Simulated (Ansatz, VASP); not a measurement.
Two plane-wave programs on GaSb3

File INCAR:

```
PREC = Accurate
ENCUT = 520
EDIFF = 1E-6
ISMEAR = 0
SIGMA = 0.15
LREAL = False
LASPH = True
NELM = 100
ALGO = Normal
ISIF = 2
LWAVE = False
LCHARG = False
GGA = PE
IVDW = 12
NBANDS = 22
```

The input KPOINTS:

```
Automatic mesh
0
Gamma
  10 10 10
```

POSCAR

```
GaSb3
1.0
    0.0000000000      3.5996077279      3.6481278280
    3.5996077279      0.0000000000      3.6481278280
    3.5996077279      3.5996077279      0.0000000000
Ga Sb
1 3
Direct
    0.0000000000      0.0000000000      0.0000000000
    0.2561675470      0.2438324530      0.2438324530
    0.7438324530      0.7561675470      0.7561675470
    0.5000000000      0.5000000000      0.5000000000
```

Input for Ansatz:

```yaml
crystal:
  lattice:
    - [0.0, 3.5996077279, 3.648127828]
    - [3.5996077279, 0.0, 3.648127828]
    - [3.5996077279, 3.5996077279, 0.0]
  atoms:
    - { symbol: Ga, position: [0.0, 0.0, 0.0] }
    - { symbol: Sb, position: [0.256167547, 0.243832453, 0.243832453] }
    - { symbol: Sb, position: [0.743832453, 0.756167547, 0.756167547] }
    - { symbol: Sb, position: [0.5, 0.5, 0.5] }
basis:
  ecutwfc: 420
kpoints:
  mp_grid: { grid: [10, 10, 10] }
hamiltonian:
  xc: pbe
  pseudopotentials: { kind: paw, azcp: { folder: soft_1 } }
  dispersion: d3bj
scf:
  occupations: { method: gaussian, width: 0.15 }
output:
  forces: true
  stress: true
  eigenvalues: true
```

Change from the starting cell: mode 4 frozen in at -0.045 Å, equal normal strain along x and y -0.0133.

Alike in both runs: task single point; functional PBE; dispersion D3(BJ); k mesh 10 × 10 × 10; occupations gaussian, width 0.15 eV; no spin polarisation.

```csv
,VASP,Ansatz
version,VASP 6.6.1,Ansatz 0.2.0
potentials or method,"VASP PAW PBE potentials, release 64 (Ga_d, Sb), cutoff 520 eV","scalar-relativistic, plane waves, PAW"
valence electrons in the cell,28,58
```

|  | VASP | Ansatz | Ansatz less VASP |
| --- | --- | --- | --- |
| gap on the k mesh at the Fermi level (eV) | none | none | - |
| pressure (GPa) | 1.8 | 1.9 | +0.09 |
| traceless stress, the component that is largest in VASP (GPa) | -0.50 | -0.50 | 0.000 |
| rms of the force components (eV/Å) | 0.072 | 0.071 | -0.0005 |

Atom by atom the forces differ by 0.000 eV/Å (rms over components). A gap of «none» marks a metal or a gap that the smearing closes. VASP's potentials hold 28 valence electrons a cell and Ansatz's 58, so a difference there can come from the potentials and not from the codes.

Neither program's run includes spin-orbit coupling.
